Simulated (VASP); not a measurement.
## CdTe: vibrations by perturbation theory with LDA

CdTe:

```
Cd Te
1.0
     2.99755    2.99755    0.00000
    -2.99755    2.99755    0.00000
     0.00000    2.99755    2.99755
Cd Te
1 1
Cartesian
  0.0000 0.0000 0.0000
  1.4988 4.4963 1.4988
```

```yaml
Program: VASP 6.6.1
Task: vibrations by perturbation theory
Functional: LDA
Potentials_or_basis: VASP PAW LDA potentials, release 64 (Cd, Te)
Cutoff: 520 eV
k_mesh: 6 × 6 × 6
Occupations: gaussian, width 0.01 eV
Spin: no spin polarisation
Dipole_correction: no
Further_INCAR_settings: ALGO = Normal; EDIFF = 1e-08; NBANDS = 16; IBRION = 8; NSW = 1
```

```yaml
Highest_phonon_frequency_at_Γ_LO-TO_splitting_left_out: 209 cm⁻¹
```

Phonon frequencies in cm⁻¹ (negative: imaginary):
```
              q point        frequencies
(0.000, 0.000, 0.000)  0 0 0 209 209 209
```

Wall time 34 s on 1 thread of Intel(R) Xeon(R) 6975P-C (Granite Rapids), on a shared host, peak memory 0.25 GiB.

Caveat: the cell stands under pressure or tension, which shifts response properties.
